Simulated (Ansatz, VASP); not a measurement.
# Two plane-wave programs on Sn

Contents of INCAR:

```
SYSTEM = Sn
PREC     = Accurate       ! precision mode
ENCUT    = 520            ! plane-wave cutoff, eV
EDIFF    = 1E-6           ! SCF threshold, eV
ISMEAR   = -1             ! smearing method
SIGMA    = 0.01           ! smearing width, eV
LREAL    = .False.        ! projectors in reciprocal space
LASPH    = .True.         ! aspherical terms in the spheres
NELM     = 80             ! most SCF steps
ALGO     = Normal         ! electronic algorithm
ISIF     = 2              ! what is computed and relaxed
LWAVE    = .False.        ! write WAVECAR
LCHARG   = .False.        ! write CHGCAR
GGA      = PE             ! functional
NBANDS   = 21             ! bands
```

The input KPOINTS:

```
Automatic mesh
0
Gamma
  8 8 8
  0 0 0
```

Contents of POSCAR:

```
Sn
1.0
    0.0000000000      3.3289000152      3.3289000152
    3.3289000152      0.0000000000      3.3289000152
    3.3289000152      3.3289000152      0.0000000000
Sn
2
Direct
    0.5000000000      0.5000000000      0.5000000000
    0.7500000000      0.7500000000      0.7500000000
```

Input for Ansatz:

```yaml
crystal:
  lattice:
    - [0.0, 3.3289000152, 3.3289000152]
    - [3.3289000152, 0.0, 3.3289000152]
    - [3.3289000152, 3.3289000152, 0.0]
  atoms:
    - { symbol: Sn, position: [0.5, 0.5, 0.5] }
    - { symbol: Sn, position: [0.75, 0.75, 0.75] }
hamiltonian:
  xc: pbe
  pseudopotentials:
    kind: paw
    azcp:
      Sn: "pseudopotentials/Sn.paw.azcp"
basis:
  ecutwfc: 420
  fft_grid_basis: typed
kpoints:
  mp_grid: { grid: [8, 8, 8], shift: [0, 0, 0] }
magnetization:
  spin_polarized: false
scf:
  occupations: { method: fermi_dirac, width: 0.01 }
  lower_state_search: "off"
output:
  stress: true
```

Alike in both runs: task single point; functional PBE; k mesh 8 × 8 × 8; occupations fermi-dirac, width 0.01 eV; no spin polarisation.

|  | VASP | Ansatz |
| --- | --- | --- |
| version | VASP 6.6.1 | Ansatz 0.2.0 |
| potentials or method | VASP PAW PBE potentials, release 64 (Sn_d), cutoff 520 eV | plane waves (420 eV) with PAW, scalar-relativistic |
| valence electrons in the cell | 28 | 28 |

|  | VASP | Ansatz | Ansatz less VASP |
| --- | --- | --- | --- |
| pressure (GPa) | -0.1 | -0.1 | +0.04 |
